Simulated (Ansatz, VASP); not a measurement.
# TaRu in VASP and in Ansatz

```
CELL_PARAMETERS angstrom
3.12194 0.00000 0.00000
0.00000 3.12194 0.00000
0.00000 0.00000 3.12194
ATOMIC_POSITIONS crystal
Ta 0.50000 0.50000 0.50000
Ru 0.00000 0.00000 0.00000
```

Change from the starting cell: volume scaled by 0.94, PAW files.

Alike in both runs: task electric field gradients; functional LDA; k mesh 13 × 13 × 13; occupations fermi-dirac, width 0.03 eV; no spin polarisation.

```csv
,VASP,Ansatz
version,VASP 6.6.1,Ansatz 0.2.0
potentials or method,"VASP PAW LDA potentials, release 64 (Ta_sv_GW, Ru_sv)","PAW with Ansatz's default frozen-core files, scalar-relativistic"
plane-wave cutoff (eV),520,420
valence electrons in the cell,29,29
```

```csv
,VASP,Ansatz,Ansatz less VASP
pressure (GPa),-1.1,-1.1,-0.03
```

LDA's correlation is that of Perdew and Zunger in VASP and of Perdew and Wang (1992) in Ansatz.

Spin-orbit coupling is off throughout.
